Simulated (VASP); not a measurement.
# MoS2: single point with r2SCAN

System: MoS2, a slab with vacuum.

```
CELL_PARAMETERS angstrom
3.18392 0.00000 0.00000
-1.59196 2.75735 0.00000
0.00000 0.00000 44.35287
ATOMIC_POSITIONS crystal
S 0.33333 0.66667 0.39178
S 0.33333 0.66667 0.46179
S 0.66667 0.33333 0.53821
S 0.66667 0.33333 0.60822
Mo 0.66667 0.33333 0.42677
Mo 0.33333 0.66667 0.57323
```

```yaml
Program: VASP 6.6.1
Task: single point
Functional: r2SCAN
Potentials_or_basis: VASP PAW PBE potentials, release 64 (S, Mo_sv)
Cutoff: 520 eV
k_mesh: 12 × 12 × 1
Occupations: gaussian, width 0.02 eV
Spin: no spin polarisation
```

The largest force is 0.005 eV/Å. The band gap on the k mesh is 1.38 eV (least direct gap 1.75 eV). The ionisation potential of the upper face is 5.77 eV.

Forces on the atoms (eV/Å):
```
S    0.000  0.000 -0.004
S    0.000  0.000  0.005
S    0.000  0.000 -0.005
S    0.000  0.000  0.004
Mo   0.000  0.000 -0.002
Mo   0.000  0.000  0.002
```

Levels at points of the mesh, in eV from the valence-band top:
| k point | band 23 | band 24 | band 25 | band 26 | band 27 | band 28 | band 29 | band 30 |
| --- | --- | --- | --- | --- | --- | --- | --- | --- |
| (0.00, 0.00, 0.00) | -2.02 | -1.84 | -0.47 | 0.00 | 2.57 | 2.57 | 2.57 | 2.57 |
| (0.50, 0.00, 0.00) | -1.51 | -1.46 | -1.03 | -1.01 | 2.00 | 2.01 | 2.50 | 2.58 |

Wall time 21 min on 1 thread of Intel(R) Xeon(R) 6975P-C (Granite Rapids) (shared host), peak memory 0.62 GiB.

Caveat: the PAW data sets were made with another functional, which shifts forces and pressure a little.
